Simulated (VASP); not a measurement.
A run of VASP 6.6.1 is set up as follows.

The input INCAR:

```
  PREC = Accurate
  ENCUT = 520
  EDIFF = 1E-6
  ISMEAR = 0
  SIGMA = 0.05
  LREAL = False
  LASPH = True
  NELM = 100
  ALGO = Normal
  ISIF = 2
  LWAVE = False
  LCHARG = False
  GGA = PS
  NBANDS = 16
```

Contents of KPOINTS:

```
Automatic mesh
0
Gamma
  10 10 10
```

Contents of POSCAR:

```
NbP
1.0
    0.0000000000      2.7634058242      2.7634058242
    2.7634058242      0.0000000000      2.7634058242
    2.7634058242      2.7634058242      0.0000000000
Nb P
1 1
Direct
    0.0000000000      0.0000000000      0.0000000000
    0.2500000000      0.2500000000      0.2500000000
```

Potentials or basis: VASP PAW PBE potentials, release 64 (Nb_sv, P).

Launch:

```console
$ cat potpaw_PBE.64/Nb_sv/POTCAR potpaw_PBE.64/P/POTCAR > POTCAR
$ mpirun -np 1 vasp_std > vasp.out
```

Estimate the band gap on the k mesh.

zero (band 9 reaches 7.71 eV, above the bottom of band 10 at 7.05 eV).

What does it give for the pressure?

-0.1 GPa.

Caveat: the PAW data sets were made with another functional, which shifts forces and pressure a little.
